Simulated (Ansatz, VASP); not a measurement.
**TiAl3: VASP beside Ansatz**

Contents of INCAR:

```
PREC = Accurate ; ENCUT = 500
EDIFF = 1E-6 ; ISMEAR = 0
SIGMA = 0.1 ; LREAL = False
LASPH = True ; NELM = 120
ALGO = Normal ; ISIF = 2
LWAVE = False ; LCHARG = True
GGA = PS ; LELF = True
LVHAR = True ; NBANDS = 18
GGA_COMPAT = False
```

The input KPOINTS:

```
regular mesh
0
Gamma
  8 4 4
```

Contents of POSCAR:

```
TiAl3
1.0
    2.8396770000      0.0000000000      0.0000000000
    0.0000000000      4.6812640000      0.0000000000
    0.0000000000      0.0000000000      4.9007420000
Ti Al
1 3
Direct
    0.0000000000      2.3406000000      0.8131000000
    1.4198000000      2.3406000000      3.2701000000
    1.4198000000      0.0000000000      1.6217000000
    0.0000000000      0.0000000000      4.0965000000
```

Input for Ansatz:

```yaml
crystal:
  lattice:
    - [2.839677, 0.0, 0.0]
    - [0.0, 4.681264, 0.0]
    - [0.0, 0.0, 4.900742]
  atoms:
    - { symbol: Ti, position: [0.0, 2.3406, 0.8131] }
    - { symbol: Al, position: [1.4198, 2.3406, 3.2701] }
    - { symbol: Al, position: [1.4198, 0.0, 1.6217] }
    - { symbol: Al, position: [0.0, 0.0, 4.0965] }
basis:
  ecutwfc: 420
kpoints:
  mp_grid: { grid: [8, 4, 4] }
hamiltonian:
  xc: pbesol
scf:
  occupations: { method: gaussian, width: 0.1 }
  max_iter: 67
output:
  forces: true
  stress: true
  eigenvalues: true
```

Alike in both runs: task single point; functional PBEsol; k mesh 8 × 4 × 4; occupations gaussian, width 0.1 eV; no spin polarisation.

|  | VASP | Ansatz |
| --- | --- | --- |
| version | VASP 6.6.1 | Ansatz 0.2.0 |
| potentials or method | VASP PAW PBE potentials, release 64 (Ti_sv, Al), cutoff 500 eV | scalar-relativistic, plane waves, PAW |
| valence electrons in the cell | 21 | 21 |

```csv
,VASP,Ansatz,Ansatz less VASP
gap on the k mesh at the Fermi level (eV),none,none,-
rms of the force components (eV/Å),4.517,4.504,-0.0135
```

VASP's potentials were made for PBE, not for PBEsol. Atom by atom the forces differ by 0.015 eV/Å (rms over components). A gap of «none» marks a metal or a gap that the smearing closes.
